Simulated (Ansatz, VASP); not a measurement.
Cs2B3 in VASP and in Ansatz

```
Cs B
1.0
     9.56727    0.00000    0.00000
     0.00000    9.56727    0.00000
     0.00000    0.00000    3.46750
Cs B
4 6
Direct
  0.28420 0.78420 0.00000
  0.21580 0.28420 0.00000
  0.71580 0.21580 0.00000
  0.78420 0.71580 0.00000
  0.00000 0.00000 0.00000
  0.50000 0.50000 0.00000
  0.05856 0.55856 0.50000
  0.44144 0.05856 0.50000
  0.94144 0.44144 0.50000
  0.55856 0.94144 0.50000
```

Alike in both runs: functional PBE; k mesh 4 × 4 × 10; occupations gaussian, width 0.1 eV; no spin polarisation.

Ansatz relaxed the structure, and its values are those at the end. VASP's run is a single point on that final structure, the one shown.

|  | VASP | Ansatz |
| --- | --- | --- |
| version | VASP 6.6.1 | Ansatz 0.2.0 |
| potentials or method | VASP PAW PBE potentials, release 64 (Cs_sv, B), cutoff 520 eV | scalar-relativistic, plane waves, PAW |
| valence electrons in the cell | 54 | 54 |

VASP gave:

```
gap on the k mesh at the Fermi level (eV) : none
pressure (GPa)                            : 0.1
rms of the force components (eV/Å)        : 0.007
```

Problem. Which values does Ansatz return?

Solution. gap on the k mesh at the Fermi level (eV): none; pressure (GPa): 0.0; rms of the force components (eV/Å): 0.002.

A gap of «none» marks a metal or a gap that the smearing closes.

Neither program's run includes spin-orbit coupling.
